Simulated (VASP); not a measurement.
# Si2W (I4/mmm) in VASP: single point with PBE

Aim: the single point of Si2W with PBE.

Program: VASP 6.6.1. These are calculated values, not measurements. Logs are shortened: lines on timing, memory, paths and dates and some standing lists are left out, and cuts for length are marked.

## Step 1: The cell of the first run

It takes space group I4/mmm (No. 139, tetragonal). Conventional cell: a = 3.229 Å, b = 3.229 Å, c = 7.867 Å, α = 90.00°, β = 90.00°, γ = 90.00°. Within 3.4 Å of Si (site symmetry 4mm) lie 9 Si at 2.60 to 3.23 Å and 5 W at 2.63 Å. Within 3.5 Å of W (site symmetry 4/mmm) lie 10 Si at 2.63 Å and 4 W at 3.23 Å.

## Step 2: Single point, PBE

File INCAR:

```
SYSTEM = Si2W
  PREC = Accurate
  ENCUT = 520
  EDIFF = 1E-6
  ISMEAR = 0
  SIGMA = 0.1
  LREAL = .FALSE.
  LASPH = .TRUE.
  NELM = 100
  ALGO = Normal
  ISIF = 2
  LWAVE = .FALSE.
  LCHARG = .FALSE.
  GGA = PE
  NBANDS = 18
```

File KPOINTS:

```
regular mesh
0
G
  20 20 20
  0 0 0
```

File POSCAR:

```
Si2W
1.0
   -1.6145193395      1.6145193395      3.9334277014
    1.6145193395     -1.6145193395      3.9334277014
    1.6145193395      1.6145193395     -3.9334277014
Si W
2 1
Direct
    0.3345271575      0.3345271575      0.0000000000
    0.6654728425      0.6654728425      0.0000000000
    0.0000000000      0.0000000000      0.0000000000
```

Potentials or basis: VASP PAW PBE potentials, release 64 (Si, W_sv).

On the command line:

```
$ cat potpaw_PBE.64/Si/POTCAR potpaw_PBE.64/W_sv/POTCAR > POTCAR
$ mpirun -np 1 vasp_std > vasp.out
```

OUTCAR:

```text
SYSTEM = Si2W
   PREC = Accurate
   ENCUT = 520
   EDIFF = 1E-6
   ISMEAR = 0
   LREAL = .FALSE.
   LASPH = .TRUE.
   NELM = 100
   ISIF = 2
   GGA = PE

 ion  position               nearest neighbor table
   1  0.335  0.335  0.000-   2 2.60   3 2.63   3 2.63   3 2.63   3 2.63   3 2.63   2 2.64   2 2.64
                             2 2.64   2 2.64
   2  0.665  0.665  0.000-   1 2.60   3 2.63   3 2.63   3 2.63   3 2.63   3 2.63   1 2.64   1 2.64
                             1 2.64   1 2.64
   3  0.000  0.000  0.000-   2 2.63   2 2.63   1 2.63   1 2.63   2 2.63   2 2.63   1 2.63   1 2.63
                             1 2.63   2 2.63

  LATTYP: Found a body centered tetragonal cell.
 ALAT       =     3.2290386790
 C/A-ratio  =     2.4362840414

  Lattice vectors:

 A1 = (  -1.6145193395,   1.6145193395,   3.9334277014)
 A2 = (   1.6145193395,  -1.6145193395,   3.9334277014)
 A3 = (   1.6145193395,   1.6145193395,  -3.9334277014)

Analysis of symmetry for initial positions (statically):
=====================================================================
 Subroutine PRICEL returns:
 Original cell was already a primitive cell.

 Routine SETGRP: Setting up the symmetry group for a
 body centered tetragonal supercell.

 Subroutine GETGRP returns: Found 16 space group operations
 (whereof 16 operations were pure point group operations)
 out of a pool of 16 trial point group operations.

The static configuration has the point symmetry D_4h.

Analysis of symmetry for dynamics (positions and initial velocities):
=====================================================================
 Subroutine PRICEL returns:
 Original cell was already a primitive cell.

 Routine SETGRP: Setting up the symmetry group for a
 body centered tetragonal supercell.

 Subroutine GETGRP returns: Found 16 space group operations
 (whereof 16 operations were pure point group operations)
 out of a pool of 16 trial point group operations.

The dynamic configuration has the point symmetry D_4h.

 Subroutine INISYM returns: Found 16 space group operations
 (whereof 16 operations are pure point group operations),
 and found     1 'primitive' translations

----------------------------------------------------------------------------------------

                                     Primitive cell

  volume of cell :      41.0126

  direct lattice vectors                    reciprocal lattice vectors
    -1.614519339  1.614519339  3.933427701     0.000000000  0.309689694  0.127115594
     1.614519339 -1.614519339  3.933427701     0.309689694  0.000000000  0.127115594
     1.614519339  1.614519339 -3.933427701     0.309689694  0.309689694  0.000000000

  length of vectors
     4.548098380  4.548098380  4.548098380     0.334762723  0.334762723  0.437967365

  position of ions in fractional coordinates (direct lattice)
     0.334527157  0.334527157  0.000000000
     0.665472843  0.665472843  0.000000000
     0.000000000  0.000000000  0.000000000

  ion indices of the primitive-cell ions
   primitive index   ion index
                 1           1
                 2           2
                 3           3

----------------------------------------------------------------------------------------

 KPOINTS: regular mesh

Automatic generation of k-mesh.
 Grid dimensions read from file:
 generate k-points for:   20   20   20

 Generating k-lattice:

  Cartesian coordinates                     Fractional coordinates (reciprocal lattice)
     0.000000000  0.015484485  0.006355780     0.050000000  0.000000000  0.000000000
     0.015484485  0.000000000  0.006355780     0.000000000  0.050000000  0.000000000
     0.015484485  0.015484485  0.000000000     0.000000000  0.000000000  0.050000000

  Length of vectors
     0.016738136  0.016738136  0.021898368

  Shift w.r.t. Gamma in fractional coordinates (k-lattice)
     0.000000000  0.000000000  0.000000000

 Subroutine IBZKPT returns following result:
 ===========================================

 Found    641 irreducible k-points:

 Following reciprocal coordinates:
            Coordinates               Weight
  0.000000  0.000000  0.000000      1.000000
  0.050000 -0.000000  0.000000      8.000000
  0.100000 -0.000000  0.000000      8.000000
  0.150000 -0.000000  0.000000      8.000000
  0.200000 -0.000000  0.000000      8.000000
  0.250000 -0.000000  0.000000      8.000000
[... 16 lines left out ...]
 -0.400000  0.050000 -0.000000     16.000000
 -0.350000  0.050000 -0.000000     16.000000
 [... further k-points ...]
   k-points           NKPTS =    641   k-points in BZ     NKDIM =    641   number of bands    NBANDS=     18
   number of dos      NEDOS =    301   number of ions     NIONS =      3
   total plane-waves  NPLWV =  46656
   dimension x,y,z NGX =    36 NGY =   36 NGZ =   36
   dimension x,y,z NGXF=    72 NGYF=   72 NGZF=   72
   ions per type =               2   1
   NGX,Y,Z   is equivalent  to a cutoff of  13.16, 13.16, 13.16 a.u.
   NGXF,Y,Z  is equivalent  to a cutoff of  26.32, 26.32, 26.32 a.u.
 SYSTEM =  Si2W
   PREC   = accura    normal or accurate (medium, high low for compatibility)
   ISTART =      0    job   : 0-new  1-cont  2-samecut
   ICHARG =      2    charge: 1-file 2-atom 10-const
   ISPIN  =      1    spin polarized calculation?
   LNONCOLLINEAR =      F non collinear calculations
   LSORBIT =      F    spin-orbit coupling
   LASPH  =      T    aspherical Exc in radial PAW
   ENCUT  =  520.0 eV  38.22 Ry    6.18 a.u.   8.46  8.46  8.46*2*pi/ulx,y,z
   NELM   =    100;   NELMIN=  2; NELMDL= -5     # of ELM steps
   EDIFF  = 0.1E-05   stopping-criterion for ELM
   LREAL  =      F    real-space projection
   EDIFFG = 0.1E-04   stopping-criterion for IOM
   NSW    =      0    number of steps for IOM
   IBRION =     -1    ionic relax: 0-MD 1-quasi-New 2-CG
   NFREE  =      0    steps in history (QN), initial steepest desc. (CG)
   ISIF   =      2    stress and relaxation
   ISYM   =      2    0-nonsym 1-usesym 2-fastsym
   POTIM  = 0.5000    time-step for ionic-motion
   TEBEG  =    0.0;   TEEND  =   0.0 temperature during run
   PSTRESS=    0.0 pullay stress
   NELECT =      22.0000    total number of electrons
   NUPDOWN=      -1.0000    fix difference up-down
   EMIN   =  10.00;   EMAX   =-10.00  energy-range for DOS
   EFERMI =   0.00;   METHOD = LEGACY
   ISMEAR =     0;   SIGMA  =   0.10  broadening in eV -4-tet -1-fermi 0-gaus
   EFERMI_NEDOS =   21; number of points for ismear=-14 and -15
   IALGO  =     38    algorithm
   IMIX   =      4    mixing-type and parameters
     AMIX     =   0.40;   BMIX     =  1.00
     AMIX_MAG =   1.60;   BMIX_MAG =  1.00
  volume/ion in A,a.u.               =      13.67        92.26
  Fermi-wavevector in a.u.,A,eV,Ry     =   1.330178  2.513672 24.073796  1.769374
  Thomas-Fermi vector in A             =   2.459285
   LORBIT       =      0    0 simple, 1 ext, 2 COOP (PROOUT), +10 PAW based schemes
   GGA     = PE    functional components
   LHFCALC =     F    Hartree Fock is set to
   AEXX    =    0.0000 exact exchange contribution
   IVDW    =     0    specifies the selected vdW correction
   LEPSILON=     F    determine dielectric tensor
   LRPA    =     F    only Hartree local field effects (RPA)
 non-spin polarized calculation
 Gauss-broadening in eV      SIGMA  =   0.10
  energy-cutoff  :      520.00
  volume of cell :       41.01
 maximum number of plane-waves:      1134
 NGX is ok and might be reduce to    36
   NGX = 17   NGY = 17   NGZ = 17

 number of electron      22.0000000 magnetization

 Free energy of the ion-electron system (eV)
  ---------------------------------------------------
  ext. energy  EPLUGINS =         0.00000000
  ---------------------------------------------------
  free energy    TOTEN  =       -24.81545808 eV

  energy without entropy =      -24.81426008  energy(sigma->0) =      -24.81485908

 E-fermi :  11.7440     XC(G=0): -12.4611

 val. band max:       11.7433086652   @ k =  -0.1500  -0.2500   0.1500
 cond. band min:      11.7478234057   @ k =  -0.2000  -0.3000   0.2000
 fundamental gap:      0.0045147405
 Fermi energy:        11.7440119694

 k-point     1 :       0.0000    0.0000    0.0000
  band No.  band energies     occupation
      1     -62.1251      2.00000
      2     -26.3732      2.00000
      3     -26.3583      2.00000
      4     -26.3583      2.00000
      5      -2.2033      2.00000
      6       5.0000      2.00000
[... 10 lines left out ...]
     17      17.3550      0.00000
     18      17.3550      0.00000

 k-point     2 :       0.0500   -0.0000    0.0000
  band No.  band energies     occupation
      1     -62.1249      2.00000
      2     -26.3728      2.00000
      3     -26.3633      2.00000
      4     -26.3578      2.00000
      5      -2.1561      2.00000
      6       5.0027      2.00000
[... 10 lines left out ...]
     17      17.3578      0.00000
     18      17.5410      0.00000

 k-point     3 :       0.1000   -0.0000    0.0000
  band No.  band energies     occupation
      1     -62.1245      2.00000
      2     -26.3781      2.00000
      3     -26.3717      2.00000
      4     -26.3565      2.00000
      5      -2.0152      2.00000
      6       5.0047      2.00000
[... 10 lines left out ...]
     17      17.3931      0.00000
     18      18.0061      0.00000

 k-point     4 :       0.1500   -0.0000    0.0000
  band No.  band energies     occupation
      1     -62.1237      2.00000
      2     -26.4010      2.00000
      3     -26.3700      2.00000
      4     -26.3544      2.00000
      5      -1.7832      2.00000
      6       4.9844      2.00000
[... 375 lines left out ...]
      4     -26.3447      2.00000
      5       1.1360      2.00000
      6       2.6379      2.00000
[... 10 lines left out ...]
     17      18.5877      0.00000
     18      19.0223      0.00000

 k-point    23 :      -0.4000    0.0500   -0.0000
  band No.  band energies     occupation
      1     -62.1186      2.00000
      2     -26.5428      2.00000
      3     -26.3582      2.00000
      4     -26.3460      2.00000
      5       0.5012      2.00000
      6       3.2883      2.00000
[... 10 lines left out ...]
     17      18.7274      0.00000
     18      19.8044      0.00000

 k-point    24 :      -0.3500    0.0500   -0.0000
  band No.  band energies     occupation
      1     -62.1194      2.00000
      2     -26.5205      2.00000
      3     -26.3598      2.00000
      4     -26.3481      2.00000
      5      -0.0888      2.00000
      6       3.9058      2.00000
[... 10 lines left out ...]
     17      18.9091      0.00000
     18      20.1565      0.00000

 [... further k-points ...]

------------------------ aborting loop because EDIFF is reached ----------------------------------------

  FORCE on cell =-STRESS in cart. coord.  units (eV):
  Direction    XX          YY          ZZ          XY          YZ          ZX
  --------------------------------------------------------------------------------------
  -------------------------------------------------------------------------------------
  Total        0.0263121      0.0263121      0.0004833      0.0000000      0.0000000      0.0000000
  in kB        1.0278962      1.0278962      0.0188795      0.0000000      0.0000000      0.0000000
  external PRESSURE =       0.6915573 kB  Pullay stress =       0.0000000 kB

 VOLUME and BASIS-vectors are now :
 -----------------------------------------------------------------------------
  energy-cutoff  :      520.00
  volume of cell :       41.01
      direct lattice vectors                 reciprocal lattice vectors
    -1.614519339  1.614519339  3.933427701     0.000000000  0.309689694  0.127115594
     1.614519339 -1.614519339  3.933427701     0.309689694  0.000000000  0.127115594
     1.614519339  1.614519339 -3.933427701     0.309689694  0.309689694  0.000000000

 POSITION                                       TOTAL-FORCE (eV/Angst)
 -----------------------------------------------------------------------------------
      0.00000      0.00000      2.63168         0.000000      0.000000      0.006300
      0.00000      0.00000      5.23518        -0.000000     -0.000000     -0.006300
      0.00000      0.00000      0.00000        -0.000000     -0.000000     -0.000000
 -----------------------------------------------------------------------------------
    total drift:                               -0.000000     -0.000000      0.000000

  FREE ENERGIE OF THE ION-ELECTRON SYSTEM (eV)
  ---------------------------------------------------
  free  energy   TOTEN  =       -24.8154580842 eV

  energy  without entropy=      -24.8142600759  energy(sigma->0) =      -24.81485908
```

Run time: 9.1 min. Hardware: 1 thread of Intel Xeon Platinum 8488C (Sapphire Rapids), shared host; peak memory 0.56 GiB.

What came out:

```yaml
Free_energy: -24.8155 eV
Pressure: 0.1 GPa
Largest_force: 0.006 eV/Å
Band_gap_on_the_k_mesh: zero (band 11 reaches 12.47 eV, above the bottom of band 12 at 11.19 eV)
```

Forces on the atoms (eV/Å):
```
Si   0.000  0.000  0.006
Si   0.000  0.000 -0.006
W    0.000  0.000  0.000
```

Stress tensor (GPa, compression positive):
```
0.10 0.00 0.00
0.00 0.10 0.00
0.00 0.00 0.00
```

Caveat: spin-orbit coupling is left out, which moves the levels of the heavy elements.
